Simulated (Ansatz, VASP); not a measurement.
## SnO2 in VASP and in Ansatz

```
CELL_PARAMETERS angstrom
4.73735 -0.04737 -0.04737
-0.04737 4.73735 -0.04737
-0.03186 -0.03186 3.18640
ATOMIC_POSITIONS crystal
Sn 0.00000 0.00000 0.00000
Sn 0.50000 0.50000 0.50000
O 0.30562 0.30562 0.00000
O 0.19438 0.80562 0.50000
O 0.69438 0.69438 0.00000
O 0.80562 0.19438 0.50000
```

Change from the starting cell: equal xy, yz and zx shear strains of -2 %.

Alike in both runs: task single point; functional PBE; k mesh 4 × 4 × 6; occupations fermi-dirac, width 0.03 eV; no spin polarisation.

```csv
,VASP,Ansatz
version,VASP 6.6.1,Ansatz 0.2.0
potentials or method,"VASP PAW PBE potentials, release 64 (Sn_d, O), cutoff 520 eV","all-electron LAPW, scalar-relativistic"
```

|  | VASP | Ansatz | Ansatz less VASP |
| --- | --- | --- | --- |
| gap on the k mesh at the Fermi level (eV) | 1.24 | 1.26 | +0.014 |
| pressure (GPa) | 11.8 | 11.0 | -0.73 |
| traceless stress, the component that is largest in VASP (GPa) | 4.37 | 4.34 | -0.024 |
| rms of the force components (eV/Å) | 0.100 | 0.095 | -0.0049 |

Atom by atom the forces differ by 0.009 eV/Å (rms over components). Ansatz ran all-electron here, and VASP with PAW potentials.
